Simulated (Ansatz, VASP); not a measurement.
# Na2Ru: VASP beside Ansatz

```xyz
3
Lattice="5.3200 0.0000 0.0000 -2.6600 4.6072 0.0000 0.0000 0.0000 2.4133" Properties=species:S:1:pos:R:3 pbc="T T T"
Na    0.0000    3.0715    1.2066
Na    2.6600    1.5357    1.2066
Ru    0.0000    0.0000    1.2066
```

Alike in both runs: functional PBE; k mesh 6 × 6 × 6; occupations gaussian, width 0.1 eV; no spin polarisation.

Ansatz relaxed the structure, and its values are those at the end. VASP's run is a single point on that final structure, the one shown.

|  | VASP | Ansatz |
| --- | --- | --- |
| version | VASP 6.6.1 | Ansatz 0.2.0 |
| potentials or method | VASP PAW PBE potentials, release 64 (Na_pv, Ru_pv), cutoff 520 eV | scalar-relativistic, plane waves, PAW |
| valence electrons in the cell | 28 | 34 |

```csv
,VASP,Ansatz,Ansatz less VASP
gap on the k mesh at the Fermi level (eV),none,none,-
pressure (GPa),0.3,0.2,-0.08
```

A gap of «none» marks a metal or a gap that the smearing closes. VASP's potentials hold 28 valence electrons a cell and Ansatz's 34, so a difference there can come from the potentials and not from the codes.

The k mesh is coarse, so the values compare programs but aren't converged.
